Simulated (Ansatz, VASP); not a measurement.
# Te: VASP beside Ansatz

INCAR

```
SYSTEM = Te
PREC = Accurate ; ENCUT = 520
EDIFF = 1E-7 ; ISMEAR = -1
SIGMA = 0.1 ; LREAL = .False.
LASPH = .True. ; NELM = 100
ALGO = Normal ; ISIF = 2
LWAVE = .False. ; LCHARG = .True.
GGA = CA ; LELF = .True.
LVHAR = .True. ; NBANDS = 9
```

Contents of KPOINTS:

```
regular mesh
0
Gamma
  12 12 12
  0 0 0
```

The input POSCAR:

```
Te
1.0
    2.3095646575      0.0000000000      0.0000000000
    0.0000000000      2.3095646575      0.0000000000
    0.0000000000      0.0000000000      2.3095646575
Te
1
Direct
    0.0000000000      0.0000000000      0.0000000000
```

Input for Ansatz:

```yaml
crystal:
  lattice:
    - [2.3095646575, 0.0, 0.0]
    - [0.0, 2.3095646575, 0.0]
    - [0.0, 0.0, 2.3095646575]
  atoms:
    - { symbol: Te, position: [0.0, 0.0, 0.0] }
kpoints:
  mp_grid: { grid: [12, 12, 12] }
  band_path:
    path:
      - [0.0, 0.0, 0.0]
      - [0.0, 0.5, 0.0]
      - [0.5, 0.5, 0.0]
      - [0.0, 0.0, 0.0]
      - [0.5, 0.5, 0.5]
      - [0.0, 0.5, 0.0]
      - [0.5, 0.5, 0.5]
      - [0.5, 0.5, 0.0]
    npoints: 8
scf:
  occupations: { method: fermi_dirac, width: 0.1 }
hamiltonian:
  xc: lda
  pseudopotentials: { kind: all_electron, lapw: { basis_error: 0.001 } }
output:
  forces: true
  stress: true
  eigenvalues: true
  populations: true
  dos: { projected: true, de: 0.2, e_range: [-14, 8] }
```

Change from the starting cell: volume scaled by 0.4, LAPW.

Alike in both runs: task single point; functional LDA; k mesh 12 × 12 × 12; occupations fermi-dirac, width 0.1 eV; no spin polarisation.

|  | VASP | Ansatz |
| --- | --- | --- |
| version | VASP 6.6.1 | Ansatz 0.2.0 |
| potentials or method | VASP PAW LDA potentials, release 64 (Te), cutoff 520 eV | all-electron LAPW, scalar-relativistic |

VASP gave:

- pressure (GPa): 388.6

Question: Which values does Ansatz return?

Answer: Pressure (GPa): 377.6.

LDA's correlation is that of Perdew and Zunger in VASP and of Perdew and Wang (1992) in Ansatz. Both programs put the cell under a high pressure, so it lies far from rest at this level. Ansatz ran all-electron here, and VASP with PAW potentials.

Spin-orbit coupling is off throughout. Noted on VASP's run: the cell as given lies far from equilibrium.
